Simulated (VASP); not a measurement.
# LiCl (Fm-3m) in VASP: single point with PBE

Aim: the single point of LiCl with PBE.

Everything below comes from runs of VASP 6.6.1. Logs are shortened: lines on timing, memory, paths and dates and some standing lists are left out, and cuts for length are marked.

## 1. The cell of the first run

The structure is cubic, space group Fm-3m (No. 225). Conventional cell: a = 5.084 Å, b = 5.084 Å, c = 5.084 Å, α = 90.00°, β = 90.00°, γ = 90.00°. Within 3.4 Å of Li (site symmetry m-3m) lie 6 Cl at 2.54 Å. Within 3.4 Å of Cl (site symmetry m-3m) lie 6 Li at 2.54 Å.

## 2. Single point, PBE

File INCAR:

```
  ALGO = Normal
  EDIFF = 1E-6
  ENCUT = 750
  GGA = PE
  GGA_COMPAT = F
  ISIF = 2
  ISMEAR = 0
  LASPH = T
  LCHARG = T
  LELF = T
  LREAL = F
  LVHAR = T
  LWAVE = F
  NBANDS = 12
  NELM = 120
  PREC = Accurate
  SIGMA = 0.1
```

File KPOINTS:

```
k-points
0
Gamma
  6 6 6
```

File POSCAR:

```
LiCl
1.0
    0.0000000000      2.5421223600      2.5421223600
    2.5421223600      0.0000000000      2.5421223600
    2.5421223600      2.5421223600      0.0000000000
Li Cl
1 1
Direct
    0.0000000000      0.0000000000      0.0000000000
    0.5000000000      0.5000000000      0.5000000000
```

Potentials or basis: VASP PAW PBE potentials, release 64 (Li_sv, Cl).

On the command line:

```bash
cat potpaw_PBE.64/Li_sv/POTCAR potpaw_PBE.64/Cl/POTCAR > POTCAR
mpirun -np 1 vasp_std > vasp.out
```

OUTCAR:

```text
EDIFF = 1E-6
   ENCUT = 750
   GGA = PE
   ISIF = 2
   ISMEAR = 0
   LASPH = T
   LREAL = F
   NELM = 120
   PREC = Accurate

 ion  position               nearest neighbor table
   1  0.000  0.000  0.000-   2 2.54   2 2.54   2 2.54   2 2.54   2 2.54   2 2.54
   2  0.500  0.500  0.500-   1 2.54   1 2.54   1 2.54   1 2.54   1 2.54   1 2.54

  LATTYP: Found a face centered cubic cell.
 ALAT       =     5.0842447200

  Lattice vectors:

 A1 = (   0.0000000000,   2.5421223600,   2.5421223600)
 A2 = (   2.5421223600,   0.0000000000,   2.5421223600)
 A3 = (   2.5421223600,   2.5421223600,   0.0000000000)

Analysis of symmetry for initial positions (statically):
=====================================================================
 Subroutine PRICEL returns:
 Original cell was already a primitive cell.

 Routine SETGRP: Setting up the symmetry group for a
 face centered cubic supercell.

 Subroutine GETGRP returns: Found 48 space group operations
 (whereof 48 operations were pure point group operations)
 out of a pool of 48 trial point group operations.

The static configuration has the point symmetry O_h .

Analysis of symmetry for dynamics (positions and initial velocities):
=====================================================================
 Subroutine PRICEL returns:
 Original cell was already a primitive cell.

 Routine SETGRP: Setting up the symmetry group for a
 face centered cubic supercell.

 Subroutine GETGRP returns: Found 48 space group operations
 (whereof 48 operations were pure point group operations)
 out of a pool of 48 trial point group operations.

The dynamic configuration has the point symmetry O_h .

 Subroutine INISYM returns: Found 48 space group operations
 (whereof 48 operations are pure point group operations),
 and found     1 'primitive' translations

----------------------------------------------------------------------------------------

                                     Primitive cell

  volume of cell :      32.8564

  direct lattice vectors                    reciprocal lattice vectors
     0.000000000  2.542122360  2.542122360    -0.196686048  0.196686048  0.196686048
     2.542122360  0.000000000  2.542122360     0.196686048 -0.196686048  0.196686048
     2.542122360  2.542122360  0.000000000     0.196686048  0.196686048 -0.196686048

  length of vectors
     3.595103919  3.595103919  3.595103919     0.340670228  0.340670228  0.340670228

  position of ions in fractional coordinates (direct lattice)
     0.000000000  0.000000000  0.000000000
     0.500000000  0.500000000  0.500000000

  ion indices of the primitive-cell ions
   primitive index   ion index
                 1           1
                 2           2

----------------------------------------------------------------------------------------

 KPOINTS: k-points

Automatic generation of k-mesh.
 Grid dimensions read from file:
 generate k-points for:    6    6    6

 Generating k-lattice:

  Cartesian coordinates                     Fractional coordinates (reciprocal lattice)
    -0.032781008  0.032781008  0.032781008     0.166666667  0.000000000  0.000000000
     0.032781008 -0.032781008  0.032781008     0.000000000  0.166666667  0.000000000
     0.032781008  0.032781008 -0.032781008     0.000000000  0.000000000  0.166666667

  Length of vectors
     0.056778371  0.056778371  0.056778371

  Shift w.r.t. Gamma in fractional coordinates (k-lattice)
     0.000000000  0.000000000  0.000000000

 Subroutine IBZKPT returns following result:
 ===========================================

 Found     16 irreducible k-points:

 Following reciprocal coordinates:
            Coordinates               Weight
  0.000000  0.000000  0.000000      1.000000
  0.166667  0.000000  0.000000      8.000000
  0.333333  0.000000  0.000000      8.000000
  0.500000  0.000000  0.000000      4.000000
  0.166667  0.166667  0.000000      6.000000
  0.333333  0.166667  0.000000     24.000000
[... 8 lines left out ...]
 -0.333333  0.333333  0.166667     24.000000
 -0.333333  0.500000  0.166667     12.000000
   k-points           NKPTS =     16   k-points in BZ     NKDIM =     16   number of bands    NBANDS=     12
   number of dos      NEDOS =    301   number of ions     NIONS =      2
   total plane-waves  NPLWV =  32768
   dimension x,y,z NGX =    32 NGY =   32 NGZ =   32
   dimension x,y,z NGXF=    64 NGYF=   64 NGZF=   64
   ions per type =               1   1
   NGX,Y,Z   is equivalent  to a cutoff of  14.80, 14.80, 14.80 a.u.
   NGXF,Y,Z  is equivalent  to a cutoff of  29.60, 29.60, 29.60 a.u.
 SYSTEM =  unknown system
   PREC   = accura    normal or accurate (medium, high low for compatibility)
   ISTART =      0    job   : 0-new  1-cont  2-samecut
   ICHARG =      2    charge: 1-file 2-atom 10-const
   ISPIN  =      1    spin polarized calculation?
   LNONCOLLINEAR =      F non collinear calculations
   LSORBIT =      F    spin-orbit coupling
   LASPH  =      T    aspherical Exc in radial PAW
   ENCUT  =  750.0 eV  55.12 Ry    7.42 a.u.   8.03  8.03  8.03*2*pi/ulx,y,z
   NELM   =    120;   NELMIN=  2; NELMDL= -5     # of ELM steps
   EDIFF  = 0.1E-05   stopping-criterion for ELM
   LREAL  =      F    real-space projection
   EDIFFG = 0.1E-04   stopping-criterion for IOM
   NSW    =      0    number of steps for IOM
   IBRION =     -1    ionic relax: 0-MD 1-quasi-New 2-CG
   NFREE  =      0    steps in history (QN), initial steepest desc. (CG)
   ISIF   =      2    stress and relaxation
   ISYM   =      2    0-nonsym 1-usesym 2-fastsym
   POTIM  = 0.5000    time-step for ionic-motion
   TEBEG  =    0.0;   TEEND  =   0.0 temperature during run
   PSTRESS=    0.0 pullay stress
   NELECT =      10.0000    total number of electrons
   NUPDOWN=      -1.0000    fix difference up-down
   EMIN   =  10.00;   EMAX   =-10.00  energy-range for DOS
   EFERMI =   0.00;   METHOD = LEGACY
   ISMEAR =     0;   SIGMA  =   0.10  broadening in eV -4-tet -1-fermi 0-gaus
   EFERMI_NEDOS =   21; number of points for ismear=-14 and -15
   IALGO  =     38    algorithm
   IMIX   =      4    mixing-type and parameters
     AMIX     =   0.40;   BMIX     =  1.00
     AMIX_MAG =   1.60;   BMIX_MAG =  1.00
  volume/ion in A,a.u.               =      16.43       110.86
  Fermi-wavevector in a.u.,A,eV,Ry     =   1.101206  2.080977 16.499154  1.212654
  Thomas-Fermi vector in A             =   2.237629
   LORBIT       =      0    0 simple, 1 ext, 2 COOP (PROOUT), +10 PAW based schemes
   GGA     = PE    functional components
   LHFCALC =     F    Hartree Fock is set to
   AEXX    =    0.0000 exact exchange contribution
   IVDW    =     0    specifies the selected vdW correction
   LEPSILON=     F    determine dielectric tensor
   LRPA    =     F    only Hartree local field effects (RPA)
 non-spin polarized calculation
 Gauss-broadening in eV      SIGMA  =   0.10
  energy-cutoff  :      750.00
  volume of cell :       32.86
 maximum number of plane-waves:      1544
   NGX = 17   NGY = 17   NGZ = 17

 number of electron      10.0000001 magnetization

 Free energy of the ion-electron system (eV)
  ---------------------------------------------------
  ext. energy  EPLUGINS =         0.00000000
  ---------------------------------------------------
  free energy    TOTEN  =        -7.37872603 eV

  energy without entropy =       -7.37872603  energy(sigma->0) =       -7.37872603

 E-fermi :   1.3898     XC(G=0):  -8.8460

 val. band max:        0.7814709768   @ k =   0.0000   0.0000   0.0000
 cond. band min:       7.2715572726   @ k =   0.0000   0.0000   0.0000
 fundamental gap:      6.4900862957
 Fermi energy:         1.3897978950

 k-point     1 :       0.0000    0.0000    0.0000
  band No.  band energies     occupation
      1     -42.6875      2.00000
      2     -12.7110      2.00000
      3       0.7815      2.00000
      4       0.7815      2.00000
      5       0.7815      2.00000
      6       7.2716      0.00000
      7      12.7418      0.00000
      8      12.7418      0.00000
      9      12.7418      0.00000
     10      15.4730      0.00000
     11      15.4811      0.00000
     12      15.4818      0.00000

 k-point     2 :       0.1667    0.0000    0.0000
  band No.  band energies     occupation
      1     -42.6868      2.00000
      2     -12.5730      2.00000
      3      -0.1096      2.00000
      4       0.7089      2.00000
      5       0.7089      2.00000
      6       7.9509      0.00000
      7      11.7480      0.00000
      8      12.3309      0.00000
      9      12.3309      0.00000
     10      14.0332      0.00000
     11      14.0332      0.00000
     12      16.1208      0.00000

 k-point     3 :       0.3333    0.0000    0.0000
  band No.  band energies     occupation
      1     -42.6852      2.00000
      2     -12.2713      2.00000
      3      -1.5243      2.00000
      4       0.5754      2.00000
      5       0.5754      2.00000
      6       7.9013      0.00000
      7      10.8469      0.00000
      8      10.8469      0.00000
      9      12.6916      0.00000
     10      15.9524      0.00000
     11      15.9524      0.00000
     12      16.9475      0.00000
[... 166 lines left out ...]
 k-point    15 :      -0.3333    0.3333    0.1667
  band No.  band energies     occupation
      1     -42.6837      2.00000
      2     -11.9174      2.00000
      3      -1.6825      2.00000
      4      -1.0275      2.00000
      5      -0.0385      2.00000
      6       9.7593      0.00000
      7      10.1906      0.00000
      8      11.8180      0.00000
      9      12.0734      0.00000
     10      16.1259      0.00000
     11      17.0007      0.00000
     12      19.3775      0.00000

 k-point    16 :      -0.3333    0.5000    0.1667
  band No.  band energies     occupation
      1     -42.6835      2.00000
      2     -11.8487      2.00000
      3      -1.8559      2.00000
      4      -0.9467      2.00000
      5      -0.3346      2.00000
      6       9.5842      0.00000
      7      10.2106      0.00000
      8      12.2326      0.00000
      9      12.3691      0.00000
     10      15.9144      0.00000
     11      18.1769      0.00000
     12      19.5613      0.00000

------------------------ aborting loop because EDIFF is reached ----------------------------------------

  FORCE on cell =-STRESS in cart. coord.  units (eV):
  Direction    XX          YY          ZZ          XY          YZ          ZX
  --------------------------------------------------------------------------------------
  -------------------------------------------------------------------------------------
  Total        0.2567455      0.2567455      0.2567455     -0.0000000      0.0000000      0.0000000
  in kB       12.5197027     12.5197027     12.5197027     -0.0000000      0.0000000      0.0000000
  external PRESSURE =      12.5197027 kB  Pullay stress =       0.0000000 kB

 VOLUME and BASIS-vectors are now :
 -----------------------------------------------------------------------------
  energy-cutoff  :      750.00
  volume of cell :       32.86
      direct lattice vectors                 reciprocal lattice vectors
     0.000000000  2.542122360  2.542122360    -0.196686048  0.196686048  0.196686048
     2.542122360  0.000000000  2.542122360     0.196686048 -0.196686048  0.196686048
     2.542122360  2.542122360  0.000000000     0.196686048  0.196686048 -0.196686048

 POSITION                                       TOTAL-FORCE (eV/Angst)
 -----------------------------------------------------------------------------------
      0.00000      0.00000      0.00000         0.000000      0.000000      0.000000
      2.54212      2.54212      2.54212        -0.000000     -0.000000     -0.000000
 -----------------------------------------------------------------------------------
    total drift:                               -0.000000     -0.000000      0.000000

  FREE ENERGIE OF THE ION-ELECTRON SYSTEM (eV)
  ---------------------------------------------------
  free  energy   TOTEN  =        -7.3787260274 eV

  energy  without entropy=       -7.3787260274  energy(sigma->0) =       -7.37872603
```

Wall time 14 s (1 thread of Intel Xeon 8259CL, shared host); peak memory 0.17 GiB.

Results:

```
Free energy            : -7.3787 eV
Pressure               : 1.3 GPa
Band gap on the k mesh : 6.49 eV
```

Levels at points of the mesh, in eV from the valence-band top:
| k point | band 1 | band 2 | band 3 | band 4 | band 5 | band 6 | band 7 | band 8 | band 9 | band 10 |
| --- | --- | --- | --- | --- | --- | --- | --- | --- | --- | --- |
| (0.00, 0.00, 0.00) | -43.47 | -13.49 | 0.00 | 0.00 | 0.00 | 6.49 | 11.96 | 11.96 | 11.96 | 14.69 |
| (0.50, 0.00, 0.00) | -43.47 | -12.89 | -2.92 | -0.27 | -0.27 | 6.79 | 9.51 | 9.51 | 13.25 | 17.08 |
| (0.50, 0.50, 0.00) | -43.47 | -12.62 | -3.01 | -1.15 | -1.15 | 7.93 | 8.25 | 12.67 | 14.33 | 14.33 |

A k mesh can miss the band edges.
